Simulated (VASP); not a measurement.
# SrTl: electric field gradients with LDA

SrTl:

```
Sr Tl
1.0
     3.97751    0.00000    0.00000
     0.00000    3.97751    0.00000
     0.00000    0.00000    3.97751
Sr Tl
1 1
Direct
  0.00000 0.00000 0.00000
  0.50000 0.50000 0.50000
```

```
Program                : VASP 6.6.1
Task                   : electric field gradients
Functional             : LDA
Potentials or basis    : VASP PAW LDA potentials, release 64 (Sr_sv, Tl_d)
Cutoff                 : 520 eV
k mesh                 : 8 × 8 × 8
Occupations            : fermi-dirac, width 0.05 eV
Spin                   : no spin polarisation
Dipole correction      : no
Further INCAR settings : ALGO = Normal; EDIFF = 1e-08; NBANDS = 18
```

- Pressure: -0.6 GPa
- Band gap on the k mesh: zero (an odd number of electrons rules out a gap without spin polarisation)
- Largest electric field gradient by atom: zero within the noise of the run

Levels at points of the mesh, in eV from the Fermi level:
| k point | band 9 | band 10 | band 11 | band 12 | band 13 | band 14 | band 15 | band 16 |
| --- | --- | --- | --- | --- | --- | --- | --- | --- |
| (0.00, 0.00, 0.00) | -11.35 | -8.05 | 1.21 | 1.21 | 3.00 | 3.00 | 3.00 | 4.76 |
| (0.50, 0.00, 0.00) | -11.31 | -6.42 | -3.07 | 1.55 | 1.59 | 1.59 | 5.15 | 6.07 |
| (0.50, 0.50, 0.00) | -11.21 | -6.04 | -0.79 | -0.79 | 0.99 | 3.78 | 3.78 | 4.81 |
| (0.50, 0.50, 0.50) | -11.20 | -4.67 | -1.55 | -1.55 | -1.55 | 4.64 | 4.64 | 4.64 |

It took 44 s on 1 thread of Intel Xeon 8259CL, on a shared host, peak memory 0.18 GiB.

Caveat: spin-orbit coupling is left out, which moves the levels of the heavy elements.
